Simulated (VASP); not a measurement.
# MgS (P6_3mc) in VASP: further runs

MgS is run at these levels: PBE; tasks: relaxation of shape and atoms at fixed volume.

Everything below comes from runs of VASP 6.6.1. Logs are shortened: lines on timing, memory, paths and dates and some standing lists are left out, and cuts for length are marked.

### 1 The cell of the first run

The structure is hexagonal, space group P6_3mc (No. 186). Conventional cell: a = 3.958 Å, b = 3.958 Å, c = 12.813 Å, α = 90.00°, β = 90.00°, γ = 120.00°. Within 3.2 Å of Mg (site symmetry 3m) lie 4 S at 2.41 to 2.42 Å. Mg (site symmetry 3m) has 4 S at 2.42 Å within 3.2 Å. S (site symmetry 3m) has 4 Mg at 2.42 Å within 3.2 Å. S (site symmetry 3m) has 4 Mg at 2.41 to 2.42 Å within 3.2 Å.

### 2 Relaxation of shape and atoms at fixed volume, PBE (21.73 Å³/atom)

INCAR reads:

```
SYSTEM = MgS
  ALGO = Normal
  EDIFF = 1E-6
  EDIFFG = -0.01
  ENCUT = 600
  GGA = PE
  IBRION = 2
  ISIF = 4
  ISMEAR = 0
  LASPH = .TRUE.
  LCHARG = .FALSE.
  LREAL = .FALSE.
  LWAVE = .FALSE.
  NELM = 60
  NSW = 50
  PREC = Accurate
  SIGMA = 0.02
```

KPOINTS reads:

```
k-points
0
G
  6 6 2
  0 0 0
```

POSCAR reads:

```
MgS
1.0
    3.9580373383      0.0000000000      0.0000000000
   -1.9790186692      3.4277608841      0.0000000000
    0.0000000000      0.0000000000     12.8130136766
Mg S
4 4
Direct
    0.0000000000      0.0000000000      0.0948572732
    0.0000000000      0.0000000000      0.5948572732
    0.3333333333      0.6666666667      0.3439525086
    0.6666666667      0.3333333333      0.8439525086
    0.0000000000      0.0000000000      0.4057262008
    0.0000000000      0.0000000000      0.9057262008
    0.3333333333      0.6666666667      0.1554640174
    0.6666666667      0.3333333333      0.6554640174
```

Potentials or basis: VASP PAW PBE potentials, release 64 (Mg, S).

The run is started by

```console
$ cat potpaw_PBE.64/Mg/POTCAR potpaw_PBE.64/S/POTCAR > POTCAR
$ mpirun -np 1 vasp_std > vasp.out
```

OUTCAR:

```text
SYSTEM = MgS
   EDIFF = 1E-6
   EDIFFG = -0.01
   ENCUT = 600
   GGA = PE
   IBRION = 2
   ISIF = 4
   ISMEAR = 0
   LASPH = .TRUE.
   LREAL = .FALSE.
   NELM = 60
   NSW = 50
   PREC = Accurate

 ion  position               nearest neighbor table
   1  0.000  0.000  0.095-   7 2.41   7 2.41   7 2.41   6 2.42
   2  0.000  0.000  0.595-   8 2.41   8 2.41   8 2.41   5 2.42
   3  0.333  0.667  0.344-   7 2.42   5 2.42   5 2.42   5 2.42
   4  0.667  0.333  0.844-   8 2.42   6 2.42   6 2.42   6 2.42
   5  0.000  0.000  0.406-   3 2.42   3 2.42   3 2.42   2 2.42
   6  0.000  0.000  0.906-   4 2.42   4 2.42   4 2.42   1 2.42
   7  0.333  0.667  0.155-   1 2.41   1 2.41   1 2.41   3 2.42
   8  0.667  0.333  0.655-   2 2.41   2 2.41   2 2.41   4 2.42

  LATTYP: Found a hexagonal cell.
 ALAT       =     3.9580373383
 C/A-ratio  =     3.2372139476

  Lattice vectors:

 A1 = (   3.9580373383,   0.0000000000,   0.0000000000)
 A2 = (  -1.9790186692,   3.4277608841,   0.0000000000)
 A3 = (   0.0000000000,   0.0000000000,  12.8130136766)

Analysis of symmetry for initial positions (statically):
=====================================================================
 Subroutine PRICEL returns:
 Original cell was already a primitive cell.

 Routine SETGRP: Setting up the symmetry group for a
 hexagonal supercell.

 Subroutine GETGRP returns: Found 12 space group operations
 (whereof  6 operations were pure point group operations)
 out of a pool of 24 trial point group operations.

The static configuration has the point symmetry C_3v.
 The point group associated with its full space group is C_6v.

Analysis of symmetry for dynamics (positions and initial velocities):
=====================================================================
 Subroutine PRICEL returns:
 Original cell was already a primitive cell.

 Routine SETGRP: Setting up the symmetry group for a
 hexagonal supercell.

 Subroutine GETGRP returns: Found 12 space group operations
 (whereof  6 operations were pure point group operations)
 out of a pool of 24 trial point group operations.

The dynamic configuration has the point symmetry C_3v.
 The point group associated with its full space group is C_6v.

 Subroutine INISYM returns: Found 12 space group operations
 (whereof  6 operations are pure point group operations),
 and found     1 'primitive' translations

----------------------------------------------------------------------------------------

                                     Primitive cell

  volume of cell :     173.8368

  direct lattice vectors                    reciprocal lattice vectors
     3.958037338  0.000000000  0.000000000     0.252650472  0.145867818  0.000000000
    -1.979018669  3.427760884  0.000000000     0.000000000  0.291735636  0.000000000
     0.000000000  0.000000000 12.813013677     0.000000000  0.000000000  0.078045651

  length of vectors
     3.958037338  3.958037338 12.813013677     0.291735636  0.291735636  0.078045651

  position of ions in fractional coordinates (direct lattice)
     0.000000000  0.000000000  0.094857273
     0.000000000  0.000000000  0.594857273
     0.333333333  0.666666667  0.343952509
     0.666666667  0.333333333  0.843952509
     0.000000000  0.000000000  0.405726201
     0.000000000  0.000000000  0.905726201
     0.333333333  0.666666667  0.155464017
     0.666666667  0.333333333  0.655464017

  ion indices of the primitive-cell ions
   primitive index   ion index
                 1           1
                 2           2
                 3           3
[... 80 lines left out ...]
   EFERMI =   0.00;   METHOD = LEGACY
   ISMEAR =     0;   SIGMA  =   0.02  broadening in eV -4-tet -1-fermi 0-gaus
   EFERMI_NEDOS =   21; number of points for ismear=-14 and -15
   IALGO  =     38    algorithm
   IMIX   =      4    mixing-type and parameters
     AMIX     =   0.40;   BMIX     =  1.00
     AMIX_MAG =   1.60;   BMIX_MAG =  1.00
  volume/ion in A,a.u.               =      21.73       146.64
  Fermi-wavevector in a.u.,A,eV,Ry     =   0.931274  1.759853 11.799948  0.867272
  Thomas-Fermi vector in A             =   2.057750
   LORBIT       =      0    0 simple, 1 ext, 2 COOP (PROOUT), +10 PAW based schemes
   GGA     = PE    functional components
   LHFCALC =     F    Hartree Fock is set to
   AEXX    =    0.0000 exact exchange contribution
   IVDW    =     0    specifies the selected vdW correction
   LEPSILON=     F    determine dielectric tensor
   LRPA    =     F    only Hartree local field effects (RPA)
 conjugate gradient relaxation of ions
 non-spin polarized calculation
 Gauss-broadening in eV      SIGMA  =   0.02
  energy-cutoff  :      600.00
  volume of cell :      173.84
 maximum number of plane-waves:      5838
 NGX is ok and might be reduce to    32
   NGX = 15   NGY = 15   NGZ = 51

--------------------------------------- Ionic step        1  -------------------------------------------

 number of electron      32.0000001 magnetization

 Free energy of the ion-electron system (eV)
  ---------------------------------------------------
  ext. energy  EPLUGINS =         0.00000000
  ---------------------------------------------------
  free energy    TOTEN  =       -33.80698716 eV

  energy without entropy =      -33.80698716  energy(sigma->0) =      -33.80698716

------------------------ aborting loop because EDIFF is reached ----------------------------------------

  FORCE on cell =-STRESS in cart. coord.  units (eV):
  Direction    XX          YY          ZZ          XY          YZ          ZX
  --------------------------------------------------------------------------------------
  -------------------------------------------------------------------------------------
  Total        4.0714405      4.0714405      4.0092756     -0.0000000      0.0000000     -0.0000000
  in kB       37.5246785     37.5246785     36.9517320     -0.0000000      0.0000000     -0.0000000
  external PRESSURE =      37.3336964 kB  Pullay stress =       0.0000000 kB

 VOLUME and BASIS-vectors are now :
 -----------------------------------------------------------------------------
  energy-cutoff  :      600.00
  volume of cell :      173.84
      direct lattice vectors                 reciprocal lattice vectors
     3.958037338  0.000000000  0.000000000     0.252650472  0.145867818  0.000000000
    -1.979018669  3.427760884  0.000000000     0.000000000  0.291735636  0.000000000
     0.000000000  0.000000000 12.813013677     0.000000000  0.000000000  0.078045651

 POSITION                                       TOTAL-FORCE (eV/Angst)
 -----------------------------------------------------------------------------------
      0.00000      0.00000      1.21541         0.000000      0.000000      0.004032
      0.00000      0.00000      7.62191        -0.000000      0.000000      0.004032
     -0.00000      2.28517      4.40707         0.000000     -0.000000      0.007593
      1.97902      1.14259     10.81358        -0.000000     -0.000000      0.007593
      0.00000      0.00000      5.19858         0.000000     -0.000000      0.000770
      0.00000      0.00000     11.60508         0.000000     -0.000000      0.000770
     -0.00000      2.28517      1.99196         0.000000     -0.000000     -0.012395
      1.97902      1.14259      8.39847        -0.000000      0.000000     -0.012395
 -----------------------------------------------------------------------------------
    total drift:                                0.000000      0.000000      0.000865

  FREE ENERGIE OF THE ION-ELECTRON SYSTEM (eV)
  ---------------------------------------------------
  free  energy   TOTEN  =       -33.8069871609 eV

  energy  without entropy=      -33.8069871609  energy(sigma->0) =      -33.80698716

--------------------------------------- Ionic step        2  -------------------------------------------

 number of electron      32.0000001 magnetization

 Free energy of the ion-electron system (eV)
  ---------------------------------------------------
  ext. energy  EPLUGINS =         0.00000000
  ---------------------------------------------------
  free energy    TOTEN  =       -33.80703174 eV

  energy without entropy =      -33.80703174  energy(sigma->0) =      -33.80703174

 E-fermi :   1.5114     XC(G=0):  -8.5523

 val. band max:        1.3865802463   @ k =   0.0000   0.0000   0.0000
 cond. band min:       5.0631545358   @ k =   0.0000   0.0000   0.0000
 fundamental gap:      3.6765742895
 Fermi energy:         1.5114136387

 k-point     1 :       0.0000    0.0000    0.0000
  band No.  band energies     occupation
      1     -10.0809      2.00000
      2      -9.7335      2.00000
      3      -9.7267      2.00000
      4      -9.3129      2.00000
      5      -1.9261      2.00000
      6      -0.5781      2.00000
[... 325 lines left out ...]
     20       7.9343      0.00000
     21       8.0182      0.00000

------------------------ aborting loop because EDIFF is reached ----------------------------------------

  FORCE on cell =-STRESS in cart. coord.  units (eV):
  Direction    XX          YY          ZZ          XY          YZ          ZX
  --------------------------------------------------------------------------------------
  -------------------------------------------------------------------------------------
  Total        4.0731417      4.0731417      4.0275054     -0.0000000      0.0000000      0.0000000
  in kB       37.5403579     37.5403579     37.1197479     -0.0000000      0.0000000      0.0000000
  external PRESSURE =      37.4001545 kB  Pullay stress =       0.0000000 kB

 VOLUME and BASIS-vectors are now :
 -----------------------------------------------------------------------------
  energy-cutoff  :      600.00
  volume of cell :      173.84
      direct lattice vectors                 reciprocal lattice vectors
     3.958531990 -0.000000000 -0.000000000     0.252618901  0.145849590  0.000000000
    -1.979265995  3.428189265  0.000000000     0.000000000  0.291699181  0.000000000
     0.000000000  0.000000000 12.809811692     0.000000000  0.000000000  0.078065160

 POSITION                                       TOTAL-FORCE (eV/Angst)
 -----------------------------------------------------------------------------------
      0.00000      0.00000      1.21530        -0.000000      0.000000      0.005695
      3.95853     -0.00000      7.62020         0.000000     -0.000000      0.005695
     -0.00000      2.28546      4.40633        -0.000000      0.000000      0.005604
      1.97927      1.14273     10.81124        -0.000000      0.000000      0.005604
      1.97927      3.42819      5.19731        -0.000000     -0.000000     -0.002870
      1.97927      3.42819     11.60222        -0.000000      0.000000     -0.002870
     -0.00000      2.28546      1.99087        -0.000000      0.000000     -0.008429
      1.97927      1.14273      8.39577         0.000000      0.000000     -0.008429
 -----------------------------------------------------------------------------------
    total drift:                                0.000000      0.000000      0.000849

  FREE ENERGIE OF THE ION-ELECTRON SYSTEM (eV)
  ---------------------------------------------------
  free  energy   TOTEN  =       -33.8070317371 eV

  energy  without entropy=      -33.8070317371  energy(sigma->0) =      -33.80703174

 reached required accuracy - stopping structural energy minimisation
```

Run time: 86 s. Hardware: 1 thread of Intel Xeon Platinum 8488C (Sapphire Rapids), shared host; peak memory 0.35 GiB.

What came out:

```yaml
Free_energy: -33.8070 eV
Energy_gained_by_relaxing: 0.0 meV/atom
Ionic_steps: 2
Pressure_after_relaxing: 3.7 GPa
Largest_force_after_relaxing: 0.008 eV/Å
Band_gap_on_the_k_mesh: 3.68 eV
```

Forces in eV/Å, atoms in the order of the input:
```
Mg   0.000  0.000  0.006
Mg   0.000  0.000  0.006
Mg   0.000  0.000  0.006
Mg   0.000  0.000  0.006
S    0.000  0.000 -0.003
S    0.000  0.000 -0.003
S    0.000  0.000 -0.008
S    0.000  0.000 -0.008
```

Final structure:
```
Mg S
1.0
     3.95853    0.00000    0.00000
    -1.97927    3.42819    0.00000
     0.00000    0.00000   12.80981
Mg S
4 4
Direct
  0.00000 0.00000 0.09487
  0.00000 0.00000 0.59487
  0.33333 0.66667 0.34398
  0.66667 0.33333 0.84398
  0.00000 0.00000 0.40573
  0.00000 0.00000 0.90573
  0.33333 0.66667 0.15542
  0.66667 0.33333 0.65542
```

A k mesh can miss the band edges.

### 3 Relaxation of shape and atoms at fixed volume, PBE (22.42 Å³/atom)

This run uses another cell than the first one, of 22.42 Å³/atom.

INCAR reads:

```
SYSTEM = MgS
PREC = Accurate
ENCUT = 600
EDIFF = 1E-7
ISMEAR = 0
SIGMA = 0.02
LREAL = .False.
LASPH = .True.
NELM = 60
ALGO = Normal
ISIF = 4
LWAVE = .False.
LCHARG = .False.
GGA = PE
IBRION = 2
NSW = 50
EDIFFG = -0.01
```

KPOINTS reads:

```
regular mesh
0
Gamma
  6 6 2
  0 0 0
```

Edit POSCAR of step 2 so:

```diff
@@ -2,5 +2,5 @@
 1.0
-    3.9580373383      0.0000000000      0.0000000000
-   -1.9790186692      3.4277608841      0.0000000000
-    0.0000000000      0.0000000000     12.8130136766
+    3.9997039512      0.0000000000      0.0000000000
+   -1.9998519756      3.4638452294      0.0000000000
+    0.0000000000      0.0000000000     12.9478974170
 Mg S
```

Potentials or basis: VASP PAW PBE potentials, release 64 (Mg, S).

The run is started by

```console
$ cat potpaw_PBE.64/Mg/POTCAR potpaw_PBE.64/S/POTCAR > POTCAR
$ mpirun -np 1 vasp_std > vasp.out
```

Run time: 88 s. Hardware: 1 thread of Intel Xeon Platinum 8488C (Sapphire Rapids), shared host; peak memory 0.33 GiB.

It converged, with:

```
Free energy                  : -33.8997 eV
Pressure after relaxing      : 1.7 GPa
Largest force after relaxing : 0.006 eV/Å
Band gap on the k mesh       : 3.52 eV
```

Forces in eV/Å, atoms in the order of the input:
```
Mg   0.000  0.000  0.001
Mg   0.000  0.000  0.001
Mg   0.000  0.000  0.004
Mg   0.000  0.000  0.004
S    0.000  0.000  0.001
S    0.000  0.000  0.001
S    0.000  0.000 -0.006
S    0.000  0.000 -0.006
```

Final structure:
```
Mg S
1.0
     3.99970    0.00000    0.00000
    -1.99985    3.46385    0.00000
     0.00000    0.00000   12.94790
Mg S
4 4
Direct
  0.00000 0.00000 0.09486
  0.00000 0.00000 0.59486
  0.33333 0.66667 0.34395
  0.66667 0.33333 0.84395
  0.00000 0.00000 0.40573
  0.00000 0.00000 0.90573
  0.33333 0.66667 0.15546
  0.66667 0.33333 0.65546
```

Levels at points of the mesh, in eV from the valence-band top:
```csv
k point,band 13,band 14,band 15,band 16,band 17,band 18,band 19,band 20
"(0.00, 0.00, 0.00)",-0.23,-0.05,-0.05,0.00,3.52,4.93,4.97,5.10
"(0.50, 0.00, 0.00)",-0.78,-0.75,-0.48,-0.38,4.17,4.40,5.32,5.49
"(0.00, 0.00, 0.50)",-0.11,-0.11,-0.11,-0.11,4.19,4.19,5.07,5.07
"(0.50, 0.00, 0.50)",-0.76,-0.76,-0.51,-0.51,4.50,4.50,5.24,5.24
```

Caveat: the relaxation stopped at its first step, so nothing moved.
